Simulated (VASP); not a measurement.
# WS2 in VASP: notebook

WS2 is run at these levels: PBEsol+D3(BJ); tasks: single point.

Program: VASP 6.6.1. These are calculated values, not measurements. Logs are shortened: lines on timing, memory, paths and dates and some standing lists are left out, and cuts for length are marked.

## 1. The cell of the first run

Symmetry: P-3m1, No. 164, trigonal system. The conventional cell has a = 3.115 Å, b = 3.115 Å, c = 12.130 Å, α = 90.00°, β = 90.00°, γ = 120.00°. W (site symmetry 3m) has 6 S at 2.39 Å and 6 W at 3.11 Å within 3.2 Å. S (site symmetry 3m) has 3 W at 2.39 Å and 7 S at 3.11 to 3.15 Å within 3.2 Å. S (site symmetry 3m) has 3 W at 2.39 Å and 7 S at 3.11 to 3.15 Å within 3.2 Å.

## 2. Single point, PBEsol+D3(BJ) (strain along c alone, the other axes held: +3.0 %, then relaxed in part)

INCAR

```
ALGO = Normal
EDIFF = 1E-7
ENCUT = 520
GGA = PS
ISIF = 2
ISMEAR = 0
IVDW = 12
LASPH = True
LCHARG = False
LREAL = False
LWAVE = False
NBANDS = 35
NELM = 100
PREC = Accurate
SIGMA = 0.02
```

KPOINTS

```
k-points
0
Gamma
  12 12 4
```

POSCAR

```
WS2
1.0
    3.1147089379      0.0000000000      0.0000000000
   -1.5573544689      2.6974170656      0.0000000000
    0.0000000000      0.0000000000     12.1298009175
W S
2 4
Direct
    0.3333333333      0.6666666667      0.7496487163
    0.6666666667      0.3333333333      0.2503512837
    0.3333333333      0.6666666667      0.1203649434
    0.6666666667      0.3333333333      0.6196633418
    0.3333333333      0.6666666667      0.3803366582
    0.6666666667      0.3333333333      0.8796350566
```

Potentials or basis: VASP PAW PBE potentials, release 64 (W_sv, S).

Command:

```sh
> cat potpaw_PBE.64/W_sv/POTCAR potpaw_PBE.64/S/POTCAR > POTCAR
> mpirun -np 1 vasp_std > vasp.out
```

OUTCAR:

```text
EDIFF = 1E-7
   ENCUT = 520
   GGA = PS
   ISIF = 2
   ISMEAR = 0
   IVDW = 12
   LASPH = True
   LREAL = False
   NELM = 100
   PREC = Accurate
 IVDW          = 12

 ion  position               nearest neighbor table
   1  0.333  0.667  0.750-   4 2.39   4 2.39   4 2.39   6 2.39   6 2.39   6 2.39
   2  0.667  0.333  0.250-   5 2.39   5 2.39   5 2.39   3 2.39   3 2.39   3 2.39
   3  0.333  0.667  0.120-   2 2.39   2 2.39   2 2.39
   4  0.667  0.333  0.620-   1 2.39   1 2.39   1 2.39
   5  0.333  0.667  0.380-   2 2.39   2 2.39   2 2.39
   6  0.667  0.333  0.880-   1 2.39   1 2.39   1 2.39

  LATTYP: Found a hexagonal cell.
 ALAT       =     3.1147089379
 C/A-ratio  =     3.8943609690

  Lattice vectors:

 A1 = (   3.1147089379,   0.0000000000,   0.0000000000)
 A2 = (  -1.5573544689,   2.6974170656,   0.0000000000)
 A3 = (   0.0000000000,   0.0000000000,  12.1298009175)

Analysis of symmetry for initial positions (statically):
=====================================================================
 Subroutine PRICEL returns:
 Original cell was already a primitive cell.

 Routine SETGRP: Setting up the symmetry group for a
 hexagonal supercell.

 Subroutine GETGRP returns: Found 12 space group operations
 (whereof 12 operations were pure point group operations)
 out of a pool of 24 trial point group operations.

The static configuration has the point symmetry D_3d.

Analysis of symmetry for dynamics (positions and initial velocities):
=====================================================================
 Subroutine PRICEL returns:
 Original cell was already a primitive cell.

 Routine SETGRP: Setting up the symmetry group for a
 hexagonal supercell.

 Subroutine GETGRP returns: Found 12 space group operations
 (whereof 12 operations were pure point group operations)
 out of a pool of 24 trial point group operations.

The dynamic configuration has the point symmetry D_3d.

 Subroutine INISYM returns: Found 12 space group operations
 (whereof 12 operations are pure point group operations),
 and found     1 'primitive' translations

----------------------------------------------------------------------------------------

                                     Primitive cell

  volume of cell :     101.9106

  direct lattice vectors                    reciprocal lattice vectors
     3.114708938  0.000000000  0.000000000     0.321057287  0.185362511  0.000000000
    -1.557354469  2.697417066  0.000000000     0.000000000  0.370725022  0.000000000
     0.000000000  0.000000000 12.129800918     0.000000000  0.000000000  0.082441584

  length of vectors
     3.114708938  3.114708938 12.129800918     0.370725022  0.370725022  0.082441584

  position of ions in fractional coordinates (direct lattice)
     0.333333333  0.666666667  0.749648716
     0.666666667  0.333333333  0.250351284
     0.333333333  0.666666667  0.120364943
     0.666666667  0.333333333  0.619663342
     0.333333333  0.666666667  0.380336658
     0.666666667  0.333333333  0.879635057

  ion indices of the primitive-cell ions
   primitive index   ion index
                 1           1
                 2           2
                 3           3
                 4           4
                 5           5
                 6           6

----------------------------------------------------------------------------------------

 KPOINTS: k-points

Automatic generation of k-mesh.
 Grid dimensions read from file:
 generate k-points for:   12   12    4

 Generating k-lattice:

  Cartesian coordinates                     Fractional coordinates (reciprocal lattice)
     0.026754774  0.015446876  0.000000000     0.083333333  0.000000000  0.000000000
     0.000000000  0.030893752  0.000000000     0.000000000  0.083333333  0.000000000
     0.000000000  0.000000000  0.020610396     0.000000000  0.000000000  0.250000000

  Length of vectors
     0.030893752  0.030893752  0.020610396

  Shift w.r.t. Gamma in fractional coordinates (k-lattice)
     0.000000000  0.000000000  0.000000000

 Subroutine IBZKPT returns following result:
 ===========================================

 Found     69 irreducible k-points:

 Following reciprocal coordinates:
            Coordinates               Weight
  0.000000  0.000000  0.000000      1.000000
  0.083333 -0.000000  0.000000      6.000000
  0.166667  0.000000  0.000000      6.000000
  0.250000  0.000000  0.000000      6.000000
  0.333333  0.000000  0.000000      6.000000
  0.416667  0.000000  0.000000      6.000000
[... 16 lines left out ...]
  0.166667  0.000000  0.250000      6.000000
  0.000000  0.166667  0.250000      6.000000
 [... further k-points ...]
   k-points           NKPTS =     69   k-points in BZ     NKDIM =     69   number of bands    NBANDS=     35
   number of dos      NEDOS =    301   number of ions     NIONS =      6
   total plane-waves  NPLWV =  51840
   dimension x,y,z NGX =    24 NGY =   24 NGZ =   90
   dimension x,y,z NGXF=    48 NGYF=   48 NGZF=  180
   ions per type =               2   4
   NGX,Y,Z   is equivalent  to a cutoff of  12.81, 12.81, 12.34 a.u.
   NGXF,Y,Z  is equivalent  to a cutoff of  25.62, 25.62, 24.67 a.u.
 SYSTEM =  unknown system
   PREC   = accura    normal or accurate (medium, high low for compatibility)
   ISTART =      0    job   : 0-new  1-cont  2-samecut
   ICHARG =      2    charge: 1-file 2-atom 10-const
   ISPIN  =      1    spin polarized calculation?
   LNONCOLLINEAR =      F non collinear calculations
   LSORBIT =      F    spin-orbit coupling
   LASPH  =      T    aspherical Exc in radial PAW
   ENCUT  =  520.0 eV  38.22 Ry    6.18 a.u.   5.79  5.79 22.55*2*pi/ulx,y,z
   NELM   =    100;   NELMIN=  2; NELMDL= -5     # of ELM steps
   EDIFF  = 0.1E-06   stopping-criterion for ELM
   LREAL  =      F    real-space projection
   EDIFFG = 0.1E-05   stopping-criterion for IOM
   NSW    =      0    number of steps for IOM
   IBRION =     -1    ionic relax: 0-MD 1-quasi-New 2-CG
   NFREE  =      0    steps in history (QN), initial steepest desc. (CG)
   ISIF   =      2    stress and relaxation
   ISYM   =      2    0-nonsym 1-usesym 2-fastsym
   POTIM  = 0.5000    time-step for ionic-motion
   TEBEG  =    0.0;   TEEND  =   0.0 temperature during run
   PSTRESS=    0.0 pullay stress
   NELECT =      52.0000    total number of electrons
   NUPDOWN=      -1.0000    fix difference up-down
   EMIN   =  10.00;   EMAX   =-10.00  energy-range for DOS
   EFERMI =   0.00;   METHOD = LEGACY
   ISMEAR =     0;   SIGMA  =   0.02  broadening in eV -4-tet -1-fermi 0-gaus
   EFERMI_NEDOS =   21; number of points for ismear=-14 and -15
   IALGO  =     38    algorithm
   IMIX   =      4    mixing-type and parameters
     AMIX     =   0.40;   BMIX     =  1.00
     AMIX_MAG =   1.60;   BMIX_MAG =  1.00
  volume/ion in A,a.u.               =      16.99       114.62
  Fermi-wavevector in a.u.,A,eV,Ry     =   1.308186  2.472113 23.284342  1.711351
  Thomas-Fermi vector in A             =   2.438870
   LORBIT       =      0    0 simple, 1 ext, 2 COOP (PROOUT), +10 PAW based schemes
   GGA     = PS    functional components
   LHFCALC =     F    Hartree Fock is set to
   AEXX    =    0.0000 exact exchange contribution
   IVDW    =    12    specifies the selected vdW correction
   LEPSILON=     F    determine dielectric tensor
   LRPA    =     F    only Hartree local field effects (RPA)
 non-spin polarized calculation
 Gauss-broadening in eV      SIGMA  =   0.02
  energy-cutoff  :      520.00
  volume of cell :      101.91
 maximum number of plane-waves:      2766
   NGX = 11   NGY = 11   NGZ = 45

 number of electron      52.0000000 magnetization

 Free energy of the ion-electron system (eV)
  ---------------------------------------------------
  ext. energy  EPLUGINS =         0.00000000
  ---------------------------------------------------
  free energy    TOTEN  =       -50.50641132 eV

  energy without entropy =      -50.50641132  energy(sigma->0) =      -50.50641132

 E-fermi :   8.1984     XC(G=0): -11.3811

 val. band max:        7.9084047496   @ k =   0.0000   0.0000   0.0000
 cond. band min:       8.7719166183   @ k =   0.1667   0.1667   0.0000
 fundamental gap:      0.8635118687
 Fermi energy:         8.1984168718

 k-point     1 :       0.0000    0.0000    0.0000
  band No.  band energies     occupation
      1     -66.5863      2.00000
      2     -66.5863      2.00000
      3     -30.8914      2.00000
      4     -30.8914      2.00000
      5     -30.6597      2.00000
      6     -30.6597      2.00000
[... 27 lines left out ...]
     34      10.5821      0.00000
     35      12.8766      0.00000

 k-point     2 :       0.0833   -0.0000    0.0000
  band No.  band energies     occupation
      1     -66.5847      2.00000
      2     -66.5847      2.00000
      3     -30.8862      2.00000
      4     -30.8861      2.00000
      5     -30.6888      2.00000
      6     -30.6888      2.00000
[... 27 lines left out ...]
     34      10.5866      0.00000
     35      13.4459      0.00000

 k-point     3 :       0.1667    0.0000    0.0000
  band No.  band energies     occupation
      1     -66.5805      2.00000
      2     -66.5805      2.00000
      3     -30.8717      2.00000
      4     -30.8716      2.00000
      5     -30.7674      2.00000
      6     -30.7674      2.00000
[... 27 lines left out ...]
     34      11.1496      0.00000
     35      14.5349      0.00000

 k-point     4 :       0.2500    0.0000    0.0000
  band No.  band energies     occupation
      1     -66.5747      2.00000
      2     -66.5747      2.00000
      3     -30.8732      2.00000
      4     -30.8732      2.00000
      5     -30.8519      2.00000
      6     -30.8518      2.00000
[... 27 lines left out ...]
     34      11.7324      0.00000
     35      14.7689      0.00000

 k-point     5 :       0.3333    0.0000    0.0000
  band No.  band energies     occupation
      1     -66.5690      2.00000
      2     -66.5690      2.00000
      3     -30.9772      2.00000
      4     -30.9772      2.00000
      5     -30.8320      2.00000
      6     -30.8320      2.00000
[... 638 lines left out ...]
 k-point    22 :       0.0000    0.0833    0.2500
  band No.  band energies     occupation
      1     -66.5847      2.00000
      2     -66.5847      2.00000
      3     -30.8862      2.00000
      4     -30.8861      2.00000
      5     -30.6888      2.00000
      6     -30.6888      2.00000
[... 27 lines left out ...]
     34      10.5864      0.00000
     35      13.4936      0.00000

 k-point    23 :       0.1667    0.0000    0.2500
  band No.  band energies     occupation
      1     -66.5805      2.00000
      2     -66.5805      2.00000
      3     -30.8717      2.00000
      4     -30.8717      2.00000
      5     -30.7674      2.00000
      6     -30.7674      2.00000
[... 27 lines left out ...]
     34      11.1314      0.00000
     35      14.5972      0.00000

 k-point    24 :       0.0000    0.1667    0.2500
  band No.  band energies     occupation
      1     -66.5805      2.00000
      2     -66.5805      2.00000
      3     -30.8717      2.00000
      4     -30.8717      2.00000
      5     -30.7674      2.00000
      6     -30.7674      2.00000
[... 27 lines left out ...]
     34      11.1313      0.00000
     35      14.5690      0.00000

 [... further k-points ...]

------------------------ aborting loop because EDIFF is reached ----------------------------------------

 Edisp (eV)   -2.41671

 E8    (eV) :    -1.5671

  FORCE on cell =-STRESS in cart. coord.  units (eV):
  Direction    XX          YY          ZZ          XY          YZ          ZX
  --------------------------------------------------------------------------------------
  -------------------------------------------------------------------------------------
  Total      -0.13370    -0.13370    -1.33983    -0.00000    -0.00000    -0.00000
  in kB      -2.10201    -2.10201   -21.06395    -0.00000    -0.00000    -0.00000
  external pressure =       -8.42 kB  Pullay stress =        0.00 kB

 VOLUME and BASIS-vectors are now :
 -----------------------------------------------------------------------------
  energy-cutoff  :      520.00
  volume of cell :      101.91
      direct lattice vectors                 reciprocal lattice vectors
     3.114708938  0.000000000  0.000000000     0.321057287  0.185362511  0.000000000
    -1.557354469  2.697417066  0.000000000     0.000000000  0.370725022  0.000000000
     0.000000000  0.000000000 12.129800918     0.000000000  0.000000000  0.082441584

 POSITION                                       TOTAL-FORCE (eV/Angst)
 -----------------------------------------------------------------------------------
     -0.00000      1.79828      9.09309         0.000000      0.000000      0.002661
      1.55735      0.89914      3.03671        -0.000000      0.000000     -0.002661
     -0.00000      1.79828      1.46000        -0.000000      0.000000     -0.025523
      1.55735      0.89914      7.51639        -0.000000     -0.000000     -0.019465
     -0.00000      1.79828      4.61341         0.000000      0.000000      0.019465
      1.55735      0.89914     10.66980         0.000000      0.000000      0.025523
 -----------------------------------------------------------------------------------
    total drift:                                0.000000      0.000000     -0.000000

  FREE ENERGIE OF THE ION-ELECTRON SYSTEM (eV)
  ---------------------------------------------------
  free  energy   TOTEN  =       -52.9231262829 eV

  energy  without entropy=      -52.9231262829  energy(sigma->0) =      -52.92312628
```

Wall time 4.7 min (1 thread of Intel Xeon 8259CL, shared host); peak memory 0.36 GiB.

What came out:

- Free energy: -52.9231 eV
- Pressure: -0.8 GPa
- Largest force: 0.026 eV/Å
- Band gap on the k mesh: 0.86 eV (least direct gap 1.97 eV)
- Dispersion energy per atom: -0.403 eV

Forces on the atoms (eV/Å):
```
W    0.000  0.000  0.003
W    0.000  0.000 -0.003
S    0.000  0.000 -0.026
S    0.000  0.000 -0.019
S    0.000  0.000  0.019
S    0.000  0.000  0.026
```

Caveat: the cell differs from its parent crystal (strain along c alone, the other axes held: +3.0 %, then relaxed in part); the PAW data sets were made with another functional, which shifts forces and pressure a little; spin-orbit coupling is left out, which moves the levels of the heavy elements. A k mesh can miss the band edges.

## 3. Single point, PBEsol+D3(BJ) (14.51 Å³/atom)

This run uses another cell than the first one, of 14.51 Å³/atom.

INCAR

```
PREC = Accurate
ENCUT = 520
EDIFF = 1E-6
ISMEAR = 0
SIGMA = 0.02
LREAL = False
LASPH = True
NELM = 100
ALGO = Normal
ISIF = 2
LWAVE = False
LCHARG = False
GGA = PS
IVDW = 12
NBANDS = 35
```

KPOINTS

```
regular mesh
0
Gamma
  12 12 4
```

POSCAR

```
WS2
1.0
    3.0194539004      0.0000000000      0.0000000000
   -1.5097269502      2.6149237833      0.0000000000
    0.0000000000      0.0000000000     11.0271999160
W S
2 4
Direct
    0.3333333333      0.6666666667      0.7500000000
    0.6666666667      0.3333333333      0.2500000000
    0.3333333333      0.6666666667      0.1064118284
    0.6666666667      0.3333333333      0.6064118284
    0.3333333333      0.6666666667      0.3935881716
    0.6666666667      0.3333333333      0.8935881716
```

Potentials or basis: VASP PAW PBE potentials, release 64 (W_sv, S).

Command:

```sh
> cat potpaw_PBE.64/W_sv/POTCAR potpaw_PBE.64/S/POTCAR > POTCAR
> mpirun -np 1 vasp_std > vasp.out
```

Run time: 4.6 min. Hardware: 1 thread of Intel Xeon 8259CL, shared host; peak memory 0.31 GiB.

Results (log left out):

| Property | Result |
| --- | --- |
| Free energy | -52.4638 eV |
| Pressure | 15.3 GPa |
| Largest force | 0.013 eV/Å |
| Band gap on the k mesh | 0.11 eV (least direct gap 1.32 eV) |
| Dispersion energy per atom | -0.476 eV |

Forces in eV/Å, atoms in the order of the input:
```
W    0.000  0.000  0.000
W    0.000  0.000  0.000
S    0.000  0.000 -0.013
S    0.000  0.000 -0.013
S    0.000  0.000  0.013
S    0.000  0.000  0.013
```

Stress tensor (GPa, compression positive):
```
15.22  0.00  0.00
 0.00 15.22  0.00
 0.00  0.00 15.32
```

Levels at points of the mesh, in eV from the valence-band top:
| k point | band 22 | band 23 | band 24 | band 25 | band 26 | band 27 | band 28 | band 29 | band 30 | band 31 |
| --- | --- | --- | --- | --- | --- | --- | --- | --- | --- | --- |
| (0.00, 0.00, 0.00) | -2.35 | -2.35 | -2.32 | -0.82 | 0.00 | 1.82 | 1.82 | 2.12 | 2.12 | 2.15 |
| (0.50, 0.00, 0.00) | -3.30 | -2.60 | -2.57 | -2.08 | -1.72 | 2.07 | 2.47 | 2.60 | 2.79 | 3.08 |
| (0.00, 0.00, 0.50) | -2.48 | -2.48 | -2.48 | -0.23 | -0.23 | 1.98 | 1.98 | 1.98 | 1.98 | 2.35 |
| (0.50, 0.00, 0.50) | -3.78 | -2.25 | -2.25 | -2.16 | -2.16 | 2.50 | 2.50 | 2.68 | 2.68 | 3.26 |

Caveat: the cell stands under pressure; the PAW data sets were made with another functional, which shifts forces and pressure a little; spin-orbit coupling is left out, which moves the levels of the heavy elements.

(Continued in part 2 of 2.)
